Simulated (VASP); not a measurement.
Input of a VASP 6.6.1 run:

INCAR

```
PREC     = Accurate       # precision mode
ENCUT    = 600            # plane-wave cutoff, eV
EDIFF    = 1E-6           # SCF threshold, eV
ISMEAR   = -1             # smearing method
SIGMA    = 0.1            # smearing width, eV
LREAL    = False          # projectors in reciprocal space
LASPH    = True           # aspherical terms in the spheres
NELM     = 120            # most SCF steps
ALGO     = Normal         # electronic algorithm
ISIF     = 2              # what is computed and relaxed
LWAVE    = False          # write WAVECAR
LCHARG   = True           # write CHGCAR
GGA      = PS             # functional
LELF     = True           # ELF
LVHAR    = True         
NBANDS   = 11             # bands
GGA_COMPAT= False
```

The input KPOINTS:

```
Automatic mesh
0
Gamma
  5 5 5
```

The input POSCAR:

```
C
1.0
    0.0000000000      1.7833700000      1.7833700000
    1.7833700000      0.0000000000      1.7833700000
    1.7833700000      1.7833700000      0.0000000000
C
2
Direct
    0.0063163860     -0.0026302468     -0.0011186086
    0.2436836140      0.2526302468      0.2511186086
```

Potentials or basis: VASP PAW PBE potentials, release 64 (C).

Launch:

```console
$ cat potpaw_PBE.64/C/POTCAR > POTCAR
$ mpirun -np 1 vasp_std > vasp.out
```

(1) Estimate the largest force.

(2) Predict the pressure.

Answers

(1) 0.947 eV/Å.

(2) -3.9 GPa.

Caveat: the k points lie up to 0.61 Å⁻¹ apart; the PAW data sets were made with another functional, which shifts forces and pressure a little.
